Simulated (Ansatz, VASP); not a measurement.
**Two plane-wave programs on Ba**

```xyz
1
Lattice="-2.5837 2.5837 2.5837 2.5837 -2.5837 2.5837 2.5837 2.5837 -2.5837" Properties=species:S:1:pos:R:3 pbc="T T T"
Ba    0.0000    0.0000    0.0000
```

Alike in both runs: task single point; functional r2SCAN; k mesh 12 × 12 × 12; occupations gaussian, width 0.1 eV; no spin polarisation.

```csv
,VASP,Ansatz
version,VASP 6.6.1,Ansatz 0.2.0
potentials or method,"VASP PAW PBE potentials, release 64 (Ba_sv), cutoff 520 eV","scalar-relativistic, plane waves, PAW"
valence electrons in the cell,10,10
```

|  | VASP | Ansatz | Ansatz less VASP |
| --- | --- | --- | --- |
| gap on the k mesh at the Fermi level (eV) | none | none | - |
| pressure (GPa) | -0.4 | -0.4 | -0.03 |

VASP's potentials were made for PBE, not for r2SCAN. A gap of «none» marks a metal or a gap that the smearing closes.

Spin-orbit coupling is off throughout.
